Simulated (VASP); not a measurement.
Write the native input for VASP 6.6.1 that does the following.

```
Task                   : single point
Functional             : PBE
Potentials or basis    : VASP PAW PBE potentials, release 64 (Bi_d)
Cutoff                 : 520 eV
k mesh                 : 10 × 10 × 10
Occupations            : fermi-dirac, width 0.05 eV
Spin                   : no spin polarisation
Dipole correction      : no
Further INCAR settings : ALGO = Normal; EDIFF = 1e-06; NBANDS = 22
```

The structure of Bi lies in POSCAR:

```
Bi
1.0
    2.2989246799     -1.3272847828      4.1234710779
    0.0000000000      2.6545695656      4.1234710779
   -2.2989246799     -1.3272847828      4.1234710779
Bi
2
Direct
    0.2322925821      0.2322925821      0.2322925821
   -0.2322925821     -0.2322925821     -0.2322925821
```

These files were run (other wordings do the same):

INCAR

```
PREC     = Accurate       # precision mode
ENCUT    = 520            # plane-wave cutoff, eV
EDIFF    = 1E-6           # SCF threshold, eV
ISMEAR   = -1             # smearing method
SIGMA    = 0.05           # smearing width, eV
LREAL    = F              # projectors in reciprocal space
LASPH    = T              # aspherical terms in the spheres
NELM     = 60             # most SCF steps
ALGO     = Normal         # electronic algorithm
ISIF     = 2              # what is computed and relaxed
LWAVE    = F              # write WAVECAR
LCHARG   = F              # write CHGCAR
GGA      = PE             # functional
NBANDS   = 22             # bands
```

KPOINTS

```
regular mesh
0
Gamma
  10 10 10
```

Potentials or basis: VASP PAW PBE potentials, release 64 (Bi_d).

Command:

```console
$ cat potpaw_PBE.64/Bi_d/POTCAR > POTCAR
$ mpirun -np 1 vasp_std > vasp.out
```

Results of the run:

| Quantity | Value |
| --- | --- |
| Pressure | -0.6 GPa |
| Largest force | 0.007 eV/Å |
| Band gap on the k mesh | zero (band 15 reaches 5.56 eV, above the bottom of band 16 at 5.38 eV) |

Caveat: spin-orbit coupling is left out, which moves the levels of the heavy elements.

Wall time 86 s on 1 thread of Intel Xeon 6975P-C (shared host), peak memory 0.3 GiB.
